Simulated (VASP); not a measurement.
Wanted: the native input for a VASP 6.6.1 run.

| Property | Result |
| --- | --- |
| Task | single point |
| Functional | PBE |
| Potentials or basis | VASP PAW PBE potentials, release 64 (In_d, Sb) |
| Cutoff | 520 eV |
| k mesh | 10 × 10 × 10 |
| Occupations | gaussian, width 0.1 eV |
| Spin | no spin polarisation |
| Dipole correction | no |
| Further INCAR settings | ALGO = Normal; EDIFF = 1e-07; NBANDS = 22 |

The structure of InSb3 lies in POSCAR:

```
InSb3
1.0
    4.8138367962      0.0000000000      0.0000000000
    0.0000000000      4.8138367962      0.0000000000
    0.0000000000      0.0000000000      4.8138367962
In Sb
1 3
Direct
    0.0000000000      0.0000000000      0.0000000000
    0.5000000000      0.0000000000      0.5000000000
    0.0000000000      0.5000000000      0.5000000000
    0.5000000000      0.5000000000      0.0000000000
```

One way to write it, as run:

INCAR

```
PREC = Accurate ; ENCUT = 520
EDIFF = 1E-7 ; ISMEAR = 0
SIGMA = 0.1 ; LREAL = False
LASPH = True ; NELM = 80
ALGO = Normal ; ISIF = 2
LWAVE = False ; LCHARG = True
GGA = PE ; LELF = True
LVHAR = True ; NBANDS = 22
```

KPOINTS

```
Automatic mesh
0
Gamma
  10 10 10
```

Potentials or basis: VASP PAW PBE potentials, release 64 (In_d, Sb).

Command:

```bash
$ cat potpaw_PBE.64/In_d/POTCAR potpaw_PBE.64/Sb/POTCAR > POTCAR
$ mpirun -np 1 vasp_std > vasp.out
```

Results of the run:

```
Pressure               : -0.1 GPa
Band gap on the k mesh : zero (bands 14 and 15 overlap by 4.56 eV)
```

Caveat: spin-orbit coupling is left out, which moves the levels of the heavy elements.

Run time: 58 s on 1 thread of Intel(R) Xeon(R) Platinum 8488C (Sapphire Rapids), with other jobs on the host, peak memory 0.28 GiB.
